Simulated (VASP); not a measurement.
# BiTe (Fm-3m) in VASP: notebook

BiTe is run at these levels: r2SCAN; tasks: single point.

All numbers are computed with VASP 6.6.1; they aren't measurements. Logs are shortened: lines on timing, memory, paths and dates and some standing lists are left out, and cuts for length are marked.

## 1. The cell of the first run

Symmetry: Fm-3m, No. 225, cubic system. Conventional cell: a = 5.421 Å, b = 5.421 Å, c = 5.421 Å, α = 90.00°, β = 90.00°, γ = 90.00°. Bi (site symmetry m-3m) has 6 Te at 2.71 Å within 3.6 Å. Te (site symmetry m-3m) has 6 Bi at 2.71 Å within 3.6 Å.

## 2. Single point, r2SCAN

Contents of POSCAR:

```
BiTe
1.0
    0.0000000000      2.7105776391      2.7105776391
    2.7105776391      0.0000000000      2.7105776391
    2.7105776391      2.7105776391      0.0000000000
Bi Te
1 1
Direct
    0.0000000000      0.0000000000      0.0000000000
    0.5000000000      0.5000000000      0.5000000000
```

Contents of INCAR.step1:

```
SYSTEM = BiTe
PREC = Accurate
ENCUT = 520
ISMEAR = 0
SIGMA = 0.1
LREAL = .False.
LASPH = .True.
NELM = 60
NBANDS = 18
GGA = PE
ALGO = Normal
EDIFF = 1E-4
LWAVE = .True.
LCHARG = .False.
```

Contents of INCAR.step2:

```
SYSTEM = BiTe
PREC = Accurate
ENCUT = 520
EDIFF = 1E-6
ISMEAR = 0
SIGMA = 0.1
LREAL = .False.
LASPH = .True.
NELM = 60
ALGO = Normal
ISIF = 2
LWAVE = .False.
LCHARG = .False.
METAGGA = R2SCAN
LMIXTAU = .True.
NBANDS = 18
ISTART = 1
```

Contents of KPOINTS:

```
regular mesh
0
Gamma
  14 14 14
  0 0 0
```

Potentials or basis: VASP PAW PBE potentials, release 64 (Bi_d, Te).

Command:

```sh
$ cat potpaw_PBE.64/Bi_d/POTCAR potpaw_PBE.64/Te/POTCAR > POTCAR
$ cp INCAR.step1 INCAR
$ mpirun -np 1 vasp_std > vasp.out
$ cp INCAR.step2 INCAR
$ mpirun -np 1 vasp_std > vasp.out
```

OUTCAR:

```text
SYSTEM = BiTe
   PREC = Accurate
   ENCUT = 520
   EDIFF = 1E-6
   ISMEAR = 0
   LREAL = .False.
   LASPH = .True.
   NELM = 60
   ISIF = 2
   METAGGA = R2SCAN
   ISTART = 1

 ion  position               nearest neighbor table
   1  0.000  0.000  0.000-   2 2.71   2 2.71   2 2.71   2 2.71   2 2.71   2 2.71
   2  0.500  0.500  0.500-   1 2.71   1 2.71   1 2.71   1 2.71   1 2.71   1 2.71

  LATTYP: Found a face centered cubic cell.
 ALAT       =     5.4211552782

  Lattice vectors:

 A1 = (   0.0000000000,   2.7105776391,   2.7105776391)
 A2 = (   2.7105776391,   0.0000000000,   2.7105776391)
 A3 = (   2.7105776391,   2.7105776391,   0.0000000000)

Analysis of symmetry for initial positions (statically):
=====================================================================
 Subroutine PRICEL returns:
 Original cell was already a primitive cell.

 Routine SETGRP: Setting up the symmetry group for a
 face centered cubic supercell.

 Subroutine GETGRP returns: Found 48 space group operations
 (whereof 48 operations were pure point group operations)
 out of a pool of 48 trial point group operations.

The static configuration has the point symmetry O_h .

Analysis of symmetry for dynamics (positions and initial velocities):
=====================================================================
 Subroutine PRICEL returns:
 Original cell was already a primitive cell.

 Routine SETGRP: Setting up the symmetry group for a
 face centered cubic supercell.

 Subroutine GETGRP returns: Found 48 space group operations
 (whereof 48 operations were pure point group operations)
 out of a pool of 48 trial point group operations.

The dynamic configuration has the point symmetry O_h .

 Subroutine INISYM returns: Found 48 space group operations
 (whereof 48 operations are pure point group operations),
 and found     1 'primitive' translations

----------------------------------------------------------------------------------------

                                     Primitive cell

  volume of cell :      39.8305

  direct lattice vectors                    reciprocal lattice vectors
     0.000000000  2.710577639  2.710577639    -0.184462527  0.184462527  0.184462527
     2.710577639  0.000000000  2.710577639     0.184462527 -0.184462527  0.184462527
     2.710577639  2.710577639  0.000000000     0.184462527  0.184462527 -0.184462527

  length of vectors
     3.833335659  3.833335659  3.833335659     0.319498468  0.319498468  0.319498468

  position of ions in fractional coordinates (direct lattice)
     0.000000000  0.000000000  0.000000000
     0.500000000  0.500000000  0.500000000

  ion indices of the primitive-cell ions
   primitive index   ion index
                 1           1
                 2           2

----------------------------------------------------------------------------------------

 KPOINTS: regular mesh

Automatic generation of k-mesh.
 Grid dimensions read from file:
 generate k-points for:   14   14   14

 Generating k-lattice:

  Cartesian coordinates                     Fractional coordinates (reciprocal lattice)
    -0.013175895  0.013175895  0.013175895     0.071428571  0.000000000  0.000000000
     0.013175895 -0.013175895  0.013175895     0.000000000  0.071428571  0.000000000
     0.013175895  0.013175895 -0.013175895     0.000000000  0.000000000  0.071428571

  Length of vectors
     0.022821319  0.022821319  0.022821319

  Shift w.r.t. Gamma in fractional coordinates (k-lattice)
     0.000000000  0.000000000  0.000000000

 Subroutine IBZKPT returns following result:
 ===========================================

 Found    104 irreducible k-points:

 Following reciprocal coordinates:
            Coordinates               Weight
  0.000000  0.000000  0.000000      1.000000
  0.071429  0.000000  0.000000      8.000000
  0.142857  0.000000  0.000000      8.000000
  0.214286  0.000000  0.000000      8.000000
  0.285714  0.000000  0.000000      8.000000
  0.357143  0.000000  0.000000      8.000000
[... 16 lines left out ...]
  0.214286  0.142857  0.000000     24.000000
  0.285714  0.142857  0.000000     24.000000
 [... further k-points ...]
   k-points           NKPTS =    104   k-points in BZ     NKDIM =    104   number of bands    NBANDS=     18
   number of dos      NEDOS =    301   number of ions     NIONS =      2
   total plane-waves  NPLWV =  27000
   dimension x,y,z NGX =    30 NGY =   30 NGZ =   30
   dimension x,y,z NGXF=    60 NGYF=   60 NGZF=   60
   ions per type =               1   1
   NGX,Y,Z   is equivalent  to a cutoff of  13.01, 13.01, 13.01 a.u.
   NGXF,Y,Z  is equivalent  to a cutoff of  26.02, 26.02, 26.02 a.u.
 SYSTEM =  BiTe
   PREC   = accura    normal or accurate (medium, high low for compatibility)
   ISTART =      1    job   : 0-new  1-cont  2-samecut
   ICHARG =      0    charge: 1-file 2-atom 10-const
   ISPIN  =      1    spin polarized calculation?
   LNONCOLLINEAR =      F non collinear calculations
   LSORBIT =      F    spin-orbit coupling
   LASPH  =      T    aspherical Exc in radial PAW
   ENCUT  =  520.0 eV  38.22 Ry    6.18 a.u.   7.13  7.13  7.13*2*pi/ulx,y,z
   NELM   =     60;   NELMIN=  2; NELMDL=  0     # of ELM steps
   EDIFF  = 0.1E-05   stopping-criterion for ELM
   LREAL  =      F    real-space projection
   EDIFFG = 0.1E-04   stopping-criterion for IOM
   NSW    =      0    number of steps for IOM
   IBRION =     -1    ionic relax: 0-MD 1-quasi-New 2-CG
   NFREE  =      0    steps in history (QN), initial steepest desc. (CG)
   ISIF   =      2    stress and relaxation
   ISYM   =      2    0-nonsym 1-usesym 2-fastsym
   POTIM  = 0.5000    time-step for ionic-motion
   TEBEG  =    0.0;   TEEND  =   0.0 temperature during run
   PSTRESS=    0.0 pullay stress
   NELECT =      21.0000    total number of electrons
   NUPDOWN=      -1.0000    fix difference up-down
   EMIN   =  10.00;   EMAX   =-10.00  energy-range for DOS
   EFERMI =   0.00;   METHOD = LEGACY
   ISMEAR =     0;   SIGMA  =   0.10  broadening in eV -4-tet -1-fermi 0-gaus
   EFERMI_NEDOS =   21; number of points for ismear=-14 and -15
   IALGO  =     38    algorithm
   IMIX   =      4    mixing-type and parameters
     AMIX     =   0.40;   BMIX     =  1.00
     AMIX_MAG =   1.60;   BMIX_MAG =  1.00
  volume/ion in A,a.u.               =      19.92       134.39
  Fermi-wavevector in a.u.,A,eV,Ry     =   1.322542  2.499242 23.798180  1.749117
  Thomas-Fermi vector in A             =   2.452215
   LORBIT       =      0    0 simple, 1 ext, 2 COOP (PROOUT), +10 PAW based schemes
   METAGGA = R2SCAN    functional components
   LHFCALC =     F    Hartree Fock is set to
   AEXX    =    0.0000 exact exchange contribution
   IVDW    =     0    specifies the selected vdW correction
   LEPSILON=     F    determine dielectric tensor
   LRPA    =     F    only Hartree local field effects (RPA)
 non-spin polarized calculation
 Gauss-broadening in eV      SIGMA  =   0.10
  energy-cutoff  :      520.00
  volume of cell :       39.83
 maximum number of plane-waves:      1090
 NGX is ok and might be reduce to    30
   NGX = 15   NGY = 15   NGZ = 15

 number of electron      20.9999996 magnetization

 Free energy of the ion-electron system (eV)
  ---------------------------------------------------
  ext. energy  EPLUGINS =         0.00000000
  ---------------------------------------------------
  free energy    TOTEN  =       -79.18485833 eV

  energy without entropy =      -79.17905978  energy(sigma->0) =      -79.18195905

 E-fermi :  15.3269     XC(G=0): -12.8011

 val. band max:       15.3246842021   @ k =   0.2857   0.1429   0.0714
 cond. band min:      15.3547030219   @ k =  -0.1429   0.2143   0.0714
 fundamental gap:      0.0300188198
 Fermi energy:        15.3269355584

 k-point     1 :       0.0000    0.0000    0.0000
  band No.  band energies     occupation
      1      -9.9205      2.00000
      2      -9.9205      2.00000
      3      -9.8474      2.00000
      4      -9.8474      2.00000
      5      -9.8474      2.00000
      6      -4.5247      2.00000
[... 10 lines left out ...]
     17      19.8684      0.00000
     18      22.8053      0.00000

 k-point     2 :       0.0714    0.0000    0.0000
  band No.  band energies     occupation
      1      -9.9238      2.00000
      2      -9.9238      2.00000
      3      -9.8473      2.00000
      4      -9.8449      2.00000
      5      -9.8449      2.00000
      6      -4.4386      2.00000
[... 10 lines left out ...]
     17      20.7923      0.00000
     18      23.2916      0.00000

 k-point     3 :       0.1429    0.0000    0.0000
  band No.  band energies     occupation
      1      -9.9336      2.00000
      2      -9.9336      2.00000
      3      -9.8473      2.00000
      4      -9.8372      2.00000
      5      -9.8372      2.00000
      6      -4.1799      2.00000
[... 10 lines left out ...]
     17      22.4040      0.00000
     18      24.4410      0.00000

 k-point     4 :       0.2143    0.0000    0.0000
  band No.  band energies     occupation
      1      -9.9489      2.00000
      2      -9.9489      2.00000
      3      -9.8477      2.00000
      4      -9.8250      2.00000
      5      -9.8250      2.00000
      6      -3.7488      2.00000
[... 10 lines left out ...]
     17      24.3473      0.00000
     18      25.8903      0.00000

 k-point     5 :       0.2857    0.0000    0.0000
  band No.  band energies     occupation
      1      -9.9665      2.00000
      2      -9.9665      2.00000
      3      -9.8486      2.00000
      4      -9.8105      2.00000
      5      -9.8105      2.00000
      6      -3.1462      2.00000
[... 10 lines left out ...]
     17      26.5396      0.00000
     18      27.4773      0.00000

 k-point     6 :       0.3571    0.0000    0.0000
  band No.  band energies     occupation
      1      -9.9828      2.00000
      2      -9.9828      2.00000
      3      -9.8499      2.00000
      4      -9.7971      2.00000
      5      -9.7971      2.00000
      6      -2.3751      2.00000
[... 10 lines left out ...]
     17      28.2734      0.00000
     18      28.2735      0.00000

 k-point     7 :       0.4286    0.0000    0.0000
  band No.  band energies     occupation
      1      -9.9940      2.00000
      2      -9.9940      2.00000
      3      -9.8510      2.00000
      4      -9.7876      2.00000
      5      -9.7876      2.00000
      6      -1.4440      2.00000
[... 10 lines left out ...]
     17      26.8090      0.00000
     18      26.8090      0.00000

 k-point     8 :       0.5000    0.0000    0.0000
  band No.  band energies     occupation
      1      -9.9981      2.00000
      2      -9.9981      2.00000
      3      -9.8514      2.00000
      4      -9.7842      2.00000
      5      -9.7842      2.00000
      6      -0.5303      2.00000
[... 10 lines left out ...]
     17      25.7946      0.00000
     18      25.9943      0.00000
[... 229 lines left out ...]
     17      25.0577      0.00000
     18      25.3601      0.00000

 k-point    20 :      -0.1429    0.0714    0.0000
  band No.  band energies     occupation
      1      -9.9490      2.00000
      2      -9.9327      2.00000
      3      -9.8479      2.00000
      4      -9.8346      2.00000
      5      -9.8280      2.00000
      6      -3.9778      2.00000
[... 10 lines left out ...]
     17      23.2254      0.00000
     18      23.9388      0.00000

 k-point    21 :      -0.0714    0.0714    0.0000
  band No.  band energies     occupation
      1      -9.9344      2.00000
      2      -9.9239      2.00000
      3      -9.8480      2.00000
      4      -9.8421      2.00000
      5      -9.8386      2.00000
      6      -4.2946      2.00000
[... 10 lines left out ...]
     17      21.6866      0.00000
     18      23.2487      0.00000

 k-point    22 :       0.1429    0.1429    0.0000
  band No.  band energies     occupation
      1      -9.9622      2.00000
      2      -9.9124      2.00000
      3      -9.8555      2.00000
      4      -9.8304      2.00000
      5      -9.8304      2.00000
      6      -4.0615      2.00000
[... 10 lines left out ...]
     17      22.3841      0.00000
     18      23.0234      0.00000

 k-point    23 :       0.2143    0.1429    0.0000
  band No.  band energies     occupation
      1      -9.9833      2.00000
      2      -9.9136      2.00000
      3      -9.8577      2.00000
      4      -9.8218      2.00000
      5      -9.8197      2.00000
      6      -3.7420      2.00000
[... 10 lines left out ...]
     17      23.6394      0.00000
     18      23.6652      0.00000

 k-point    24 :       0.2857    0.1429    0.0000
  band No.  band energies     occupation
      1     -10.0035      2.00000
      2      -9.9240      2.00000
      3      -9.8567      2.00000
      4      -9.8132      2.00000
      5      -9.8053      2.00000
      6      -3.2510      2.00000
[... 10 lines left out ...]
     17      24.9669      0.00000
     18      25.4018      0.00000

 [... further k-points ...]

------------------------ aborting loop because EDIFF is reached ----------------------------------------

  FORCE on cell =-STRESS in cart. coord.  units (eV):
  Direction    XX          YY          ZZ          XY          YZ          ZX
  --------------------------------------------------------------------------------------
  -------------------------------------------------------------------------------------
  Total       22.5003067     22.5003067     22.5003067      0.0000000      0.0000000      0.0000000
  in kB      905.0727118    905.0727118    905.0727118      0.0000000      0.0000000      0.0000000
  external PRESSURE =     905.0727118 kB  Pullay stress =       0.0000000 kB

 VOLUME and BASIS-vectors are now :
 -----------------------------------------------------------------------------
  energy-cutoff  :      520.00
  volume of cell :       39.83
      direct lattice vectors                 reciprocal lattice vectors
     0.000000000  2.710577639  2.710577639    -0.184462527  0.184462527  0.184462527
     2.710577639  0.000000000  2.710577639     0.184462527 -0.184462527  0.184462527
     2.710577639  2.710577639  0.000000000     0.184462527  0.184462527 -0.184462527

 POSITION                                       TOTAL-FORCE (eV/Angst)
 -----------------------------------------------------------------------------------
      0.00000      0.00000      0.00000         0.000000     -0.000000     -0.000000
      2.71058      2.71058      2.71058        -0.000000      0.000000      0.000000
 -----------------------------------------------------------------------------------
    total drift:                               -0.000000      0.000000      0.000000

  FREE ENERGIE OF THE ION-ELECTRON SYSTEM (eV)
  ---------------------------------------------------
  free  energy   TOTEN  =       -79.1848583263 eV

  energy  without entropy=      -79.1790597755  energy(sigma->0) =      -79.18195905
```

Run time: 5.5 min. Hardware: 1 thread of Intel Xeon Platinum 8259CL at 2.50GHz (Skylake/Cascade Lake), shared host; peak memory 0.22 GiB.

Results:

* Free energy: -79.1849 eV
* Pressure: 90.5 GPa
* Band gap on the k mesh: zero (an odd number of electrons rules out a gap without spin polarisation)

Levels at points of the mesh, in eV from the Fermi level:
```
           k point  band 8  band 9  band 10  band 11  band 12  band 13
(0.00, 0.00, 0.00)   -4.86   -4.86    -4.86     2.96     2.96     2.96
(0.50, 0.00, 0.00)   -3.50   -3.50    -2.23    -2.23    -1.23    -1.02
(0.50, 0.50, 0.00)  -10.71   -7.89    -7.89    -0.12     6.56     6.56
```

Caveat: the cell stands under pressure; the PAW data sets were made with another functional, which shifts forces and pressure a little; spin-orbit coupling is left out, which moves the levels of the heavy elements.

[end of part 1 of 2]
